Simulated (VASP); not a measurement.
# MoS2 (P6_3/mmc) in VASP: further runs

Runs on MoS2. Level: r2SCAN+D3(BJ). Tasks: single point.

All numbers are computed with VASP 6.6.1; they aren't measurements. Logs are shortened: lines on timing, memory, paths and dates and some standing lists are left out, and cuts for length are marked.

**Measured values to compare with.**

“Multiwavelength excitation Raman Scattering Analysis of bulk and 2 dimensional MoS2: Vibrational properties of atomically thin MoS2 layers”, 2015, arxiv:1506.03228 reports, for a bulk crystal of MoS2 at 300 K: band gap 1.3 eV (indirect).

The runs below are set against these values where they give the same quantity.

## 1. The cell of the first run

Symmetry: P6_3/mmc, No. 194, hexagonal system. The conventional cell has a = 3.093 Å, b = 3.093 Å, c = 11.404 Å, α = 90.00°, β = 90.00°, γ = 120.00°. Within 3.1 Å of Mo (site symmetry -6m2) lie 6 S at 2.37 Å and 6 Mo at 3.09 Å. Within 3.2 Å of S (site symmetry 3m) lie 3 Mo at 2.37 Å and 10 S at 3.09 to 3.14 Å.

## 2. Single point, r2SCAN+D3(BJ) (15.75 Å³/atom)

The input, POSCAR:

```
MoS2
1.0
    3.0928369252      0.0000000000      0.0000000000
   -1.5464184626      2.6784753470      0.0000000000
    0.0000000000      0.0000000000     11.4042628771
Mo S
2 4
Direct
    0.3333333333      0.6666666667      0.2500000000
    0.6666666667      0.3333333333      0.7500000000
    0.3333333333      0.6666666667      0.6133927850
    0.6666666667      0.3333333333      0.1133927850
    0.3333333333      0.6666666667      0.8866072150
    0.6666666667      0.3333333333      0.3866072150
```

The input, INCAR.step1:

```
SYSTEM = MoS2
PREC     = Accurate       ! precision mode
ENCUT    = 520            ! plane-wave cutoff, eV
ISMEAR   = 0              ! smearing method
SIGMA    = 0.02           ! smearing width, eV
LREAL    = .False.        ! projectors in reciprocal space
LASPH    = .True.         ! aspherical terms in the spheres
NELM     = 60             ! most SCF steps
NBANDS   = 35             ! bands
GGA      = PE             ! functional
ALGO     = Normal         ! electronic algorithm
EDIFF    = 1E-4           ! SCF threshold, eV
LWAVE    = .True.         ! write WAVECAR
LCHARG   = .False.        ! write CHGCAR
```

The input, INCAR.step2:

```
SYSTEM = MoS2
PREC     = Accurate       ! precision mode
ENCUT    = 520            ! plane-wave cutoff, eV
EDIFF    = 1E-6           ! SCF threshold, eV
ISMEAR   = 0              ! smearing method
SIGMA    = 0.02           ! smearing width, eV
LREAL    = .False.        ! projectors in reciprocal space
LASPH    = .True.         ! aspherical terms in the spheres
NELM     = 60             ! most SCF steps
ALGO     = Normal         ! electronic algorithm
ISIF     = 2              ! what is computed and relaxed
LWAVE    = .False.        ! write WAVECAR
LCHARG   = .True.         ! write CHGCAR
METAGGA  = R2SCAN         ! meta-GGA
LMIXTAU  = .True.       
IVDW     = 12             ! dispersion correction
VDW_S6   = 1.0          
VDW_S8   = 0.78981345   
VDW_A1   = 0.49484001   
VDW_A2   = 5.73083694   
LELF     = .True.         ! ELF
LVHAR    = .True.       
NBANDS   = 35             ! bands
ISTART   = 1
```

The input, KPOINTS:

```
regular mesh
0
Gamma
  12 12 4
  0 0 0
```

Potentials or basis: VASP PAW PBE potentials, release 64 (Mo_sv, S).

Command:

```
$ cat potpaw_PBE.64/Mo_sv/POTCAR potpaw_PBE.64/S/POTCAR > POTCAR
$ cp INCAR.step1 INCAR
$ mpirun -np 1 vasp_std > vasp.out
$ cp INCAR.step2 INCAR
$ mpirun -np 1 vasp_std > vasp.out
```

OUTCAR:

```text
SYSTEM = MoS2
   PREC = Accurate
   ENCUT = 520
   EDIFF = 1E-6
   ISMEAR = 0
   LREAL = .False.
   LASPH = .True.
   NELM = 60
   ISIF = 2
   METAGGA = R2SCAN
   IVDW = 12
   ISTART = 1
 IVDW          = 12

 ion  position               nearest neighbor table
   1  0.333  0.667  0.250-   4 2.37   6 2.37   4 2.37   6 2.37   4 2.37   6 2.37
   2  0.667  0.333  0.750-   3 2.37   5 2.37   3 2.37   5 2.37   3 2.37   5 2.37
   3  0.333  0.667  0.613-   2 2.37   2 2.37   2 2.37
   4  0.667  0.333  0.113-   1 2.37   1 2.37   1 2.37
   5  0.333  0.667  0.887-   2 2.37   2 2.37   2 2.37
   6  0.667  0.333  0.387-   1 2.37   1 2.37   1 2.37

  LATTYP: Found a hexagonal cell.
 ALAT       =     3.0928369252
 C/A-ratio  =     3.6873146412

  Lattice vectors:

 A1 = (   3.0928369252,   0.0000000000,   0.0000000000)
 A2 = (  -1.5464184626,   2.6784753470,   0.0000000000)
 A3 = (   0.0000000000,   0.0000000000,  11.4042628771)

Analysis of symmetry for initial positions (statically):
=====================================================================
 Subroutine PRICEL returns:
 Original cell was already a primitive cell.

 Routine SETGRP: Setting up the symmetry group for a
 hexagonal supercell.

 Subroutine GETGRP returns: Found 24 space group operations
 (whereof 12 operations were pure point group operations)
 out of a pool of 24 trial point group operations.

The static configuration has the point symmetry D_3d.
 The point group associated with its full space group is D_6h.

Analysis of symmetry for dynamics (positions and initial velocities):
=====================================================================
 Subroutine PRICEL returns:
 Original cell was already a primitive cell.

 Routine SETGRP: Setting up the symmetry group for a
 hexagonal supercell.

 Subroutine GETGRP returns: Found 24 space group operations
 (whereof 12 operations were pure point group operations)
 out of a pool of 24 trial point group operations.

The dynamic configuration has the point symmetry D_3d.
 The point group associated with its full space group is D_6h.

 Subroutine INISYM returns: Found 24 space group operations
 (whereof 12 operations are pure point group operations),
 and found     1 'primitive' translations

----------------------------------------------------------------------------------------

                                     Primitive cell

  volume of cell :      94.4739

  direct lattice vectors                    reciprocal lattice vectors
     3.092836925  0.000000000  0.000000000     0.323327749  0.186673363  0.000000000
    -1.546418463  2.678475347  0.000000000     0.000000000  0.373346725  0.000000000
     0.000000000  0.000000000 11.404262877     0.000000000  0.000000000  0.087686509

  length of vectors
     3.092836925  3.092836925 11.404262877     0.373346725  0.373346725  0.087686509

  position of ions in fractional coordinates (direct lattice)
     0.333333333  0.666666667  0.250000000
     0.666666667  0.333333333  0.750000000
     0.333333333  0.666666667  0.613392785
     0.666666667  0.333333333  0.113392785
     0.333333333  0.666666667  0.886607215
     0.666666667  0.333333333  0.386607215

  ion indices of the primitive-cell ions
   primitive index   ion index
                 1           1
                 2           2
                 3           3
                 4           4
                 5           5
                 6           6

----------------------------------------------------------------------------------------

 KPOINTS: regular mesh

Automatic generation of k-mesh.
 Grid dimensions read from file:
 generate k-points for:   12   12    4

 Generating k-lattice:

  Cartesian coordinates                     Fractional coordinates (reciprocal lattice)
     0.026943979  0.015556114  0.000000000     0.083333333  0.000000000  0.000000000
     0.000000000  0.031112227  0.000000000     0.000000000  0.083333333  0.000000000
     0.000000000  0.000000000  0.021921627     0.000000000  0.000000000  0.250000000

  Length of vectors
     0.031112227  0.031112227  0.021921627

  Shift w.r.t. Gamma in fractional coordinates (k-lattice)
     0.000000000  0.000000000  0.000000000

 Subroutine IBZKPT returns following result:
 ===========================================

 Found     57 irreducible k-points:

 Following reciprocal coordinates:
            Coordinates               Weight
  0.000000  0.000000  0.000000      1.000000
  0.083333  0.000000  0.000000      6.000000
  0.166667  0.000000  0.000000      6.000000
  0.250000  0.000000  0.000000      6.000000
  0.333333 -0.000000  0.000000      6.000000
  0.416667 -0.000000  0.000000      6.000000
[... 16 lines left out ...]
  0.250000  0.000000  0.250000     12.000000
  0.333333 -0.000000  0.250000     12.000000
 [... further k-points ...]
   k-points           NKPTS =     57   k-points in BZ     NKDIM =     57   number of bands    NBANDS=     35
   number of dos      NEDOS =    301   number of ions     NIONS =      6
   total plane-waves  NPLWV =  51840
   dimension x,y,z NGX =    24 NGY =   24 NGZ =   90
   dimension x,y,z NGXF=    48 NGYF=   48 NGZF=  180
   ions per type =               2   4
   NGX,Y,Z   is equivalent  to a cutoff of  12.90, 12.90, 13.12 a.u.
   NGXF,Y,Z  is equivalent  to a cutoff of  25.80, 25.80, 26.24 a.u.
 SYSTEM =  MoS2
   PREC   = accura    normal or accurate (medium, high low for compatibility)
   ISTART =      1    job   : 0-new  1-cont  2-samecut
   ICHARG =      0    charge: 1-file 2-atom 10-const
   ISPIN  =      1    spin polarized calculation?
   LNONCOLLINEAR =      F non collinear calculations
   LSORBIT =      F    spin-orbit coupling
   LASPH  =      T    aspherical Exc in radial PAW
   ENCUT  =  520.0 eV  38.22 Ry    6.18 a.u.   5.75  5.75 21.20*2*pi/ulx,y,z
   NELM   =     60;   NELMIN=  2; NELMDL=  0     # of ELM steps
   EDIFF  = 0.1E-05   stopping-criterion for ELM
   LREAL  =      F    real-space projection
   EDIFFG = 0.1E-04   stopping-criterion for IOM
   NSW    =      0    number of steps for IOM
   IBRION =     -1    ionic relax: 0-MD 1-quasi-New 2-CG
   NFREE  =      0    steps in history (QN), initial steepest desc. (CG)
   ISIF   =      2    stress and relaxation
   ISYM   =      2    0-nonsym 1-usesym 2-fastsym
   POTIM  = 0.5000    time-step for ionic-motion
   TEBEG  =    0.0;   TEEND  =   0.0 temperature during run
   PSTRESS=    0.0 pullay stress
   NELECT =      52.0000    total number of electrons
   NUPDOWN=      -1.0000    fix difference up-down
   EMIN   =  10.00;   EMAX   =-10.00  energy-range for DOS
   EFERMI =   0.00;   METHOD = LEGACY
   ISMEAR =     0;   SIGMA  =   0.02  broadening in eV -4-tet -1-fermi 0-gaus
   EFERMI_NEDOS =   21; number of points for ismear=-14 and -15
   IALGO  =     38    algorithm
   IMIX   =      4    mixing-type and parameters
     AMIX     =   0.40;   BMIX     =  1.00
     AMIX_MAG =   1.60;   BMIX_MAG =  1.00
  volume/ion in A,a.u.               =      15.75       106.26
  Fermi-wavevector in a.u.,A,eV,Ry     =   1.341648  2.535347 24.490757  1.800020
  Thomas-Fermi vector in A             =   2.469865
   LORBIT       =      0    0 simple, 1 ext, 2 COOP (PROOUT), +10 PAW based schemes
   METAGGA = R2SCAN    functional components
   LHFCALC =     F    Hartree Fock is set to
   AEXX    =    0.0000 exact exchange contribution
   IVDW    =    12    specifies the selected vdW correction
   LEPSILON=     F    determine dielectric tensor
   LRPA    =     F    only Hartree local field effects (RPA)
 non-spin polarized calculation
 Gauss-broadening in eV      SIGMA  =   0.02
  energy-cutoff  :      520.00
  volume of cell :       94.47
 maximum number of plane-waves:      2568
 NGX is ok and might be reduce to    24
   NGX = 11   NGY = 11   NGZ = 43

 number of electron      52.0000003 magnetization

 Free energy of the ion-electron system (eV)
  ---------------------------------------------------
  ext. energy  EPLUGINS =         0.00000000
  ---------------------------------------------------
  free energy    TOTEN  =       -89.52605443 eV

  energy without entropy =      -89.52605443  energy(sigma->0) =      -89.52605443

 E-fermi :   9.5430     XC(G=0): -12.3314

 val. band max:        9.4429895999   @ k =   0.0000   0.0000   0.0000
 cond. band min:       9.9611518128   @ k =   0.1667   0.1667   0.0000
 fundamental gap:      0.5181622129
 Fermi energy:         9.5430397154

 k-point     1 :       0.0000    0.0000    0.0000
  band No.  band energies     occupation
      1     -54.2814      2.00000
      2     -54.2814      2.00000
      3     -27.7694      2.00000
      4     -27.7689      2.00000
      5     -27.4442      2.00000
      6     -27.4442      2.00000
[... 27 lines left out ...]
     34      11.9914      0.00000
     35      15.6083      0.00000

 k-point     2 :       0.0833    0.0000    0.0000
  band No.  band energies     occupation
      1     -54.2774      2.00000
      2     -54.2774      2.00000
      3     -27.7618      2.00000
      4     -27.7613      2.00000
      5     -27.4816      2.00000
      6     -27.4816      2.00000
[... 27 lines left out ...]
     34      11.8828      0.00000
     35      16.1373      0.00000

 k-point     3 :       0.1667    0.0000    0.0000
  band No.  band energies     occupation
      1     -54.2662      2.00000
      2     -54.2662      2.00000
      3     -27.7408      2.00000
      4     -27.7403      2.00000
      5     -27.5825      2.00000
      6     -27.5825      2.00000
[... 27 lines left out ...]
     34      12.3596      0.00000
     35      17.2190      0.00000

 k-point     4 :       0.2500    0.0000    0.0000
  band No.  band energies     occupation
      1     -54.2510      2.00000
      2     -54.2510      2.00000
      3     -27.7181      2.00000
      4     -27.7181      2.00000
      5     -27.7119      2.00000
      6     -27.7116      2.00000
[... 27 lines left out ...]
     34      12.9302      0.00000
     35      17.1333      0.00000

 k-point     5 :       0.3333   -0.0000    0.0000
  band No.  band energies     occupation
      1     -54.2357      2.00000
      2     -54.2357      2.00000
      3     -27.8512      2.00000
      4     -27.8512      2.00000
      5     -27.6830      2.00000
      6     -27.6827      2.00000
[... 638 lines left out ...]
 k-point    22 :       0.1667    0.0000    0.2500
  band No.  band energies     occupation
      1     -54.2662      2.00000
      2     -54.2662      2.00000
      3     -27.7407      2.00000
      4     -27.7404      2.00000
      5     -27.5825      2.00000
      6     -27.5825      2.00000
[... 27 lines left out ...]
     34      12.3331      0.00000
     35      17.2388      0.00000

 k-point    23 :       0.2500    0.0000    0.2500
  band No.  band energies     occupation
      1     -54.2510      2.00000
      2     -54.2510      2.00000
      3     -27.7181      2.00000
      4     -27.7181      2.00000
      5     -27.7119      2.00000
      6     -27.7117      2.00000
[... 27 lines left out ...]
     34      12.8669      0.00000
     35      16.9491      0.00000

 k-point    24 :       0.3333   -0.0000    0.2500
  band No.  band energies     occupation
      1     -54.2357      2.00000
      2     -54.2357      2.00000
      3     -27.8512      2.00000
      4     -27.8512      2.00000
      5     -27.6829      2.00000
      6     -27.6828      2.00000
[... 27 lines left out ...]
     34      13.2531      0.00000
     35      16.0669      0.00000

 [... further k-points ...]

------------------------ aborting loop because EDIFF is reached ----------------------------------------

 Edisp (eV)   -1.37567

 E8    (eV) :    -0.4305

  FORCE on cell =-STRESS in cart. coord.  units (eV):
  Direction    XX          YY          ZZ          XY          YZ          ZX
  --------------------------------------------------------------------------------------
  -------------------------------------------------------------------------------------
  Total       6.25041     6.25041     6.19417     0.00000     0.00000     0.00000
  in kB     106.00029   106.00029   105.04660     0.00000     0.00000     0.00000
  external pressure =      105.68 kB  Pullay stress =        0.00 kB

 VOLUME and BASIS-vectors are now :
 -----------------------------------------------------------------------------
  energy-cutoff  :      520.00
  volume of cell :       94.47
      direct lattice vectors                 reciprocal lattice vectors
     3.092836925  0.000000000  0.000000000     0.323327749  0.186673363  0.000000000
    -1.546418463  2.678475347  0.000000000     0.000000000  0.373346725  0.000000000
     0.000000000  0.000000000 11.404262877     0.000000000  0.000000000  0.087686509

 POSITION                                       TOTAL-FORCE (eV/Angst)
 -----------------------------------------------------------------------------------
     -0.00000      1.78565      2.85107        -0.000000     -0.000000      0.000000
      1.54642      0.89283      8.55320         0.000000      0.000000      0.000000
     -0.00000      1.78565      6.99529         0.000000      0.000000     -0.003288
      1.54642      0.89283      1.29316         0.000000      0.000000     -0.003288
     -0.00000      1.78565     10.11110        -0.000000     -0.000000      0.003288
      1.54642      0.89283      4.40897        -0.000000      0.000000      0.003288
 -----------------------------------------------------------------------------------
    total drift:                               -0.000000      0.000000     -0.000000

  FREE ENERGIE OF THE ION-ELECTRON SYSTEM (eV)
  ---------------------------------------------------
  free  energy   TOTEN  =       -90.9017228880 eV

  energy  without entropy=      -90.9017228880  energy(sigma->0) =      -90.90172289
```

It took 13 min on 1 thread of Intel Xeon 8259CL, shared host; peak memory 0.33 GiB.

What came out:

```
Free energy                : -90.9017 eV
Pressure                   : 10.6 GPa
Largest force              : 0.003 eV/Å
Band gap on the k mesh     : 0.52 eV (least direct gap 1.94 eV)
Dispersion energy per atom : -0.229 eV
```

Forces in eV/Å, atoms in the order of the input:
```
Mo   0.000  0.000  0.000
Mo   0.000  0.000  0.000
S    0.000  0.000 -0.003
S    0.000  0.000 -0.003
S    0.000  0.000  0.003
S    0.000  0.000  0.003
```

Stress tensor (GPa, compression positive):
```
10.60  0.00  0.00
 0.00 10.60  0.00
 0.00  0.00 10.50
```

Caveat: the cell stands under pressure; the PAW data sets were made with another functional, which shifts forces and pressure a little. A k mesh can miss the band edges.

## 3. Single point, r2SCAN+D3(BJ) (16.28 Å³/atom)

This run uses another cell than the first one, of 16.28 Å³/atom.

The input, POSCAR:

```
MoS2
1.0
    3.1172815817      0.0000000000      0.0000000000
   -1.5586407909      2.6996450405      0.0000000000
    0.0000000000      0.0000000000     11.6088156913
Mo S
2 4
Direct
    0.3333333333      0.6666666667      0.2500000000
    0.6666666667      0.3333333333      0.7500000000
    0.3333333333      0.6666666667      0.6159007174
    0.6666666667      0.3333333333      0.1159007174
    0.3333333333      0.6666666667      0.8840992826
    0.6666666667      0.3333333333      0.3840992826
```

The input, INCAR.step1:

```
  PREC = Accurate
  ENCUT = 520
  ISMEAR = 0
  SIGMA = 0.02
  LREAL = F
  LASPH = T
  NELM = 100
  NBANDS = 35
  GGA = PE
  ALGO = Normal
  EDIFF = 1E-4
  LWAVE = T
  LCHARG = F
```

The input, INCAR.step2:

```
  PREC = Accurate
  ENCUT = 520
  EDIFF = 1E-7
  ISMEAR = 0
  SIGMA = 0.02
  LREAL = F
  LASPH = T
  NELM = 100
  ALGO = Normal
  ISIF = 2
  LWAVE = F
  LCHARG = F
  METAGGA = R2SCAN
  LMIXTAU = T
  IVDW = 12
  VDW_S6 = 1.0
  VDW_S8 = 0.78981345
  VDW_A1 = 0.49484001
  VDW_A2 = 5.73083694
  NBANDS = 35
  ISTART = 1
```

The input, KPOINTS:

```
Automatic mesh
0
Gamma
  12 12 4
```

Potentials or basis: VASP PAW PBE potentials, release 64 (Mo_sv, S).

Command:

```
$ cat potpaw_PBE.64/Mo_sv/POTCAR potpaw_PBE.64/S/POTCAR > POTCAR
$ cp INCAR.step1 INCAR
$ mpirun -np 1 vasp_std > vasp.out
$ cp INCAR.step2 INCAR
$ mpirun -np 1 vasp_std > vasp.out
```

Run time: 17 min. Hardware: 1 thread of Intel Xeon 8259CL, shared host; peak memory 0.34 GiB.

Results (log left out):

| Property | Result |
| --- | --- |
| Free energy | -91.0753 eV |
| Pressure | 6.8 GPa |
| Band gap on the k mesh | 0.65 eV (least direct gap 1.88 eV) |
| Dispersion energy per atom | -0.221 eV |

Stress tensor (GPa, compression positive):
```
6.83 0.00 0.00
0.00 6.83 0.00
0.00 0.00 6.72
```

Levels at points of the mesh, in eV from the valence-band top:
```
           k point  band 23  band 24  band 25  band 26  band 27  band 28  band 29  band 30
(0.00, 0.00, 0.00)    -2.49    -1.60    -1.03     0.00     2.09     2.09     2.15     2.15
(0.50, 0.00, 0.00)    -2.21    -1.83    -1.78    -1.59     1.62     1.71     1.98     2.41
(0.00, 0.00, 0.50)    -2.55    -2.55    -0.27    -0.27     2.08     2.08     2.08     2.08
(0.50, 0.00, 0.50)    -1.99    -1.99    -1.69    -1.69     1.66     1.66     2.22     2.22
```

Caveat: the cell stands under pressure; the PAW data sets were made with another functional, which shifts forces and pressure a little.

(Part 1 of 2 ends here.)
